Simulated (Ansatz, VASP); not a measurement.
# Two plane-wave programs on Ta2Si

Contents of POSCAR:

```
Ta2Si
1.0
   -3.0841136445      3.0841136445      2.5247022101
    3.0841136445     -3.0841136445      2.5247022101
    3.0841136445      3.0841136445     -2.5247022101
Ta Si
4 2
Direct
    0.7081442324      0.8809751890      0.5000000000
    0.7918557676      0.2918557676      0.1728309566
    0.3809751890      0.2081442324      0.5000000000
    0.1190248110      0.6190248110      0.8271690434
    0.2500000000      0.2500000000      0.0000000000
    0.7500000000      0.7500000000      0.0000000000
```

File INCAR.step1:

```
SYSTEM = Ta2Si
PREC = Accurate
ENCUT = 520
ISMEAR = 0
SIGMA = 0.15
LREAL = .FALSE.
LASPH = .TRUE.
NELM = 60
NBANDS = 35
GGA = PE
ALGO = Normal
EDIFF = 1E-4
LWAVE = .TRUE.
LCHARG = .FALSE.
```

Contents of INCAR.step2:

```
SYSTEM = Ta2Si
PREC = Accurate
ENCUT = 520
EDIFF = 1E-7
ISMEAR = 0
SIGMA = 0.15
LREAL = .FALSE.
LASPH = .TRUE.
NELM = 60
ALGO = Normal
ISIF = 2
LWAVE = .FALSE.
LCHARG = .FALSE.
METAGGA = R2SCAN
LMIXTAU = .TRUE.
NBANDS = 35
ISTART = 1
```

File KPOINTS:

```
regular mesh
0
G
  12 12 12
  0 0 0
```

Input for Ansatz:

```yaml
crystal:
  lattice:
    - [-3.0841136445, 3.0841136445, 2.5247022101]
    - [3.0841136445, -3.0841136445, 2.5247022101]
    - [3.0841136445, 3.0841136445, -2.5247022101]
  atoms:
    - { symbol: Ta, position: [0.7081442324, 0.880975189, 0.5] }
    - { symbol: Ta, position: [0.7918557676, 0.2918557676, 0.1728309566] }
    - { symbol: Ta, position: [0.380975189, 0.2081442324, 0.5] }
    - { symbol: Ta, position: [0.119024811, 0.619024811, 0.8271690434] }
    - { symbol: Si, position: [0.25, 0.25, 0.0] }
    - { symbol: Si, position: [0.75, 0.75, 0.0] }
basis:
  ecutwfc: 500
kpoints:
  mp_grid: { grid: [12, 12, 12] }
hamiltonian:
  xc: r2scan
scf:
  occupations: { method: gaussian, width: 0.15 }
output:
  forces: true
  stress: true
  eigenvalues: true
```

Change from the starting cell: mode 9 (162.5 1/cm) frozen in, largest displacement +0.225 Å.

Alike in both runs: task single point; functional r2SCAN; k mesh 12 × 12 × 12; occupations gaussian, width 0.15 eV; no spin polarisation.

```csv
,VASP,Ansatz
version,VASP 6.6.1,Ansatz 0.2.0
potentials or method,"VASP PAW PBE potentials, release 64 (Ta_pv, Si), cutoff 520 eV","scalar-relativistic, plane waves, PAW"
valence electrons in the cell,52,60
```

|  | VASP | Ansatz | Ansatz less VASP |
| --- | --- | --- | --- |
| gap on the k mesh at the Fermi level (eV) | none | none | - |
| pressure (GPa) | 7.4 | 7.0 | -0.46 |
| traceless stress, the component that is largest in VASP (GPa) | -2.03 | -2.01 | +0.018 |
| rms of the force components (eV/Å) | 1.673 | 1.680 | +0.0075 |

VASP's potentials were made for PBE, not for r2SCAN. Atom by atom the forces differ by 0.008 eV/Å (rms over components). A gap of «none» marks a metal or a gap that the smearing closes. VASP's potentials hold 52 valence electrons a cell and Ansatz's 60, so a difference there can come from the potentials and not from the codes.

Spin-orbit coupling is off throughout.
